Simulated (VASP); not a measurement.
Here is a VASP 6.6.1 calculation.

INCAR

```
SYSTEM = CoSi2
ALGO = Normal ; EDIFF = 1E-7
ENCUT = 520 ; GGA = PE
ISIF = 2 ; ISMEAR = 0
LASPH = .True. ; LCHARG = .True.
LELF = .True. ; LREAL = .False.
LVHAR = .True. ; LWAVE = .False.
NBANDS = 16 ; NELM = 100
PREC = Accurate ; SIGMA = 0.1
```

Contents of KPOINTS:

```
k-points
0
Gamma
  14 14 14
  0 0 0
```

File POSCAR:

```
CoSi2
1.0
    0.0000000000      2.6849930693      2.6849930693
    2.6849930693      0.0000000000      2.6849930693
    2.6849930693      2.6849930693      0.0000000000
Co Si
1 2
Direct
    0.0000000000      0.0000000000      0.0000000000
    0.2500000000      0.2500000000      0.2500000000
    0.7500000000      0.7500000000      0.7500000000
```

Potentials or basis: VASP PAW PBE potentials, release 64 (Co, Si).

Command:

```console
$ cat potpaw_PBE.64/Co/POTCAR potpaw_PBE.64/Si/POTCAR > POTCAR
$ mpirun -np 1 vasp_std > vasp.out
```

(1) Estimate the pressure.

Results:

(1) -1.1 GPa.
